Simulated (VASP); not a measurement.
NaCl: single point with r2SCAN

Crystal: NaCl.

```xyz
2
Lattice="0.0000 2.8027 2.9454 2.8027 0.0000 2.9454 2.8027 2.8027 0.0000" Properties=species:S:1:pos:R:3 pbc="T T T"
Na    0.0000    0.0000    0.0000
Cl    2.8027    2.8027    2.9454
```

This cell differs from its parent crystal: uniaxial z strain +5.1%.

| Quantity | Value |
| --- | --- |
| Program | VASP 6.6.1 |
| Task | single point |
| Functional | r2SCAN |
| Potentials or basis | VASP PAW PBE potentials, release 64 (Na_pv, Cl) |
| Cutoff | 520 eV |
| k mesh | 8 × 8 × 8 |
| Occupations | gaussian, width 0.01 eV |
| Spin | no spin polarisation |

The pressure is -1.3 GPa. The band gap on the k mesh is 5.78 eV.

Stress tensor (GPa, compression positive):
```
-0.74  0.00  0.00
 0.00 -0.74  0.00
 0.00  0.00 -2.41
```

Levels at points of the mesh, in eV from the valence-band top:
```
           k point  band 3  band 4  band 5  band 6  band 7  band 8  band 9  band 10  band 11  band 12
(0.00, 0.00, 0.00)  -21.59  -13.17   -0.03   -0.03    0.00    5.78   11.48    11.84    11.84    13.62
(0.50, 0.00, 0.00)  -21.59  -12.86   -1.85   -0.31   -0.25    7.86   11.33    11.45    11.94    15.75
(0.50, 0.50, 0.00)  -21.59  -12.85   -1.63   -0.53   -0.53    8.37    8.75    11.64    15.84    15.84
(0.50, 0.00, 0.50)  -21.60  -12.80   -1.61   -0.70   -0.55    8.34    8.56    12.11    15.16    15.86
```

Wall time 2.7 min on 1 thread of Intel Xeon 8259CL (shared host), peak memory 0.18 GiB.

Caveat: the cell differs from its parent crystal (uniaxial z strain +5.1%); the PAW data sets were made with another functional, which shifts forces and pressure a little. A k mesh can miss the band edges.
